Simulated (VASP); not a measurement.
The system is Ru.

```xyz
2
Lattice="2.6775 0.0000 0.0000 -1.3388 2.3188 0.0000 0.0000 0.0000 4.2181" Properties=species:S:1:pos:R:3 pbc="T T T"
Ru    0.0000    1.5459    1.0545
Ru    1.3388    0.7729    3.1636
```

Base run:

- Program: VASP 6.6.1
- Functional: LDA
- Potentials or basis: VASP PAW LDA potentials, release 64 (Ru_sv)
- Cutoff: 560 eV
- k mesh: 13 × 13 × 8
- Occupations: fermi-dirac, width 0.1 eV
- Spin: no spin polarisation

Its results: band gap on the k mesh zero (bands 16 and 17 overlap by 3.29 eV); pressure 0.6 GPa.

Problem. After a change of settings the same cell gave: band gap on the k mesh zero (bands 16 and 17 overlap by 3.28 eV); pressure 11.7 GPa. Which change was it?
A. k mesh from 13 × 13 × 8 to 11 × 11 × 6
B. k mesh from 13 × 13 × 8 to 7 × 7 × 4
C. occupations from fermi-dirac, width 0.1 eV to fermi-dirac, width 0.6 eV
D. occupations from fermi-dirac, width 0.1 eV to methfessel-paxton, width 0.03 eV

Solution. C.

Caveats: the cell stands under pressure (at least some runs); so wide a smearing shifts energies and pressures (at least some runs).
